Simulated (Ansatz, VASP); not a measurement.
# KCl in VASP and in Ansatz

INCAR

```
SYSTEM = KCl
PREC = Accurate
ENCUT = 520
EDIFF = 1E-7
ISMEAR = -1
SIGMA = 0.02
LREAL = .FALSE.
LASPH = .TRUE.
NELM = 100
ALGO = Normal
ISIF = 2
LWAVE = .FALSE.
LCHARG = .FALSE.
GGA = PE
NBANDS = 15
```

The input KPOINTS:

```
regular mesh
0
G
  8 8 8
  0 0 0
```

File POSCAR:

```
KCl
1.0
    0.0000000000      3.1448471156      3.1448471156
    3.2253552018      0.0000000000      3.1448471156
    3.2253552018      3.1448471156      0.0000000000
K Cl
1 1
Direct
    0.0000000000      0.0000000000      0.0000000000
    0.5000000000      0.5000000000      0.5000000000
```

Input for Ansatz:

```yaml
crystal:
  lattice:
    - [0.0, 3.1448471156, 3.1448471156]
    - [3.2253552018, 0.0, 3.1448471156]
    - [3.2253552018, 3.1448471156, 0.0]
  atoms:
    - { symbol: K, position: [0.0, 0.0, 0.0] }
    - { symbol: Cl, position: [0.5, 0.5, 0.5] }
kpoints:
  mp_grid: { grid: [8, 8, 8] }
  band_path:
    path:
      - [0.0, 0.0, 0.0]
      - [0.5, 0.0, 0.5]
      - [0.625, 0.25, 0.625]
      - [0.375, 0.375, 0.75]
      - [0.5, 0.5, 0.5]
      - [0.5, 0.25, 0.75]
    npoints: 1
hamiltonian:
  xc: pbe
scf:
  occupations: { method: fermi_dirac, width: 0.02 }
  n_extra_bands: 4
output:
  forces: true
  stress: true
  eigenvalues: true
```

Change from the starting cell: uniaxial_x strain +2.6%.

Alike in both runs: task single point; functional PBE; k mesh 8 × 8 × 8; occupations fermi-dirac, width 0.02 eV; no spin polarisation.

|  | VASP | Ansatz |
| --- | --- | --- |
| version | VASP 6.6.1 | Ansatz 0.2.0 |
| potentials or method | VASP PAW PBE potentials, release 64 (K_sv, Cl) | plane waves, PAW |
| plane-wave cutoff (eV) | 520 | 420 |
| valence electrons in the cell | 16 | 16 |

```csv
,VASP,Ansatz,Ansatz less VASP
gap on the k mesh at the Fermi level (eV),5.10,5.10,+0.002
pressure (GPa),0.4,0.3,-0.02
"traceless stress, the component that is largest in VASP (GPa)",-0.54,-0.53,+0.010
```

The functional is the same, so the differences come from potentials, cutoffs and numerics.
